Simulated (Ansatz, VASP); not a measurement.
# Two plane-wave programs on Tl2CdSnF4

```xyz
8
Lattice="-3.6590 3.6590 3.1344 3.6590 -3.6590 3.1344 3.6590 3.6590 -3.1344" Properties=species:S:1:pos:R:3 pbc="T T T"
Tl    0.0000    3.6590    0.0000
Tl    3.6590    0.0000    0.0000
Cd    0.0000    0.0000    3.1344
Sn    0.0000    0.0000    0.0000
F     1.3325    1.3325    1.5018
F     1.3325   -1.3325    4.7669
F     2.3264    2.3264   -1.6326
F    -1.3325    1.3325    4.7669
```

Alike in both runs: task single point; functional PBEsol; k mesh 6 × 6 × 6; occupations methfessel-paxton of order 1, width 0.1306 eV; no spin polarisation.

|  | VASP | Ansatz |
| --- | --- | --- |
| version | VASP 6.6.1 | Ansatz 0.2.0 |
| potentials or method | VASP PAW PBE potentials, release 64 (Tl_d, Cd, Sn_d, F), cutoff 520 eV | PAW plane waves |
| valence electrons in the cell | 80 | 88 |

VASP gave:

| Item | Value |
| --- | --- |
| pressure (GPa) | -2.7 |
| traceless stress, the component that is largest in VASP (GPa) | 0.94 |
| rms of the force components (eV/Å) | 0.142 |

Question: Which values does Ansatz return?

Answer: Pressure (GPa): -2.6; traceless stress, the component that is largest in VASP (GPa): 0.88; rms of the force components (eV/Å): 0.141.

VASP's potentials were made for PBE, not for PBEsol. Atom by atom the forces differ by 0.011 eV/Å (rms over components). VASP's potentials hold 80 valence electrons a cell and Ansatz's 88, so a difference there can come from the potentials and not from the codes.

Spin-orbit coupling is off throughout.
